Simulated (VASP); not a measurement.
Input of a VASP 6.6.1 run:

The input INCAR:

```
SYSTEM = Ta
ALGO     = Normal         ! electronic algorithm
EDIFF    = 1E-6           ! SCF threshold, eV
ENCUT    = 520            ! plane-wave cutoff, eV
GGA      = PE             ! functional
ISIF     = 2              ! what is computed and relaxed
ISMEAR   = 0              ! smearing method
LASPH    = .TRUE.         ! aspherical terms in the spheres
LCHARG   = .TRUE.         ! write CHGCAR
LELF     = .TRUE.         ! ELF
LREAL    = .FALSE.        ! projectors in reciprocal space
LVHAR    = .TRUE.       
LWAVE    = .FALSE.        ! write WAVECAR
NBANDS   = 12             ! bands
NELM     = 60             ! most SCF steps
PREC     = Accurate       ! precision mode
SIGMA    = 0.05           ! smearing width, eV
```

KPOINTS

```
k-points
0
G
  8 8 8
  0 0 0
```

POSCAR

```
Ta
1.0
    0.0000000000      2.1263904513      2.1263904513
    2.1263904513      0.0000000000      2.1263904513
    2.1263904513      2.1263904513      0.0000000000
Ta
1
Direct
    0.0000000000      0.0000000000      0.0000000000
```

Potentials or basis: VASP PAW PBE potentials, release 64 (Ta_pv).

Launch:

```console
$ cat potpaw_PBE.64/Ta_pv/POTCAR > POTCAR
$ mpirun -np 1 vasp_std > vasp.out
```

Task: Predict the pressure.

Result: -2.6 GPa.
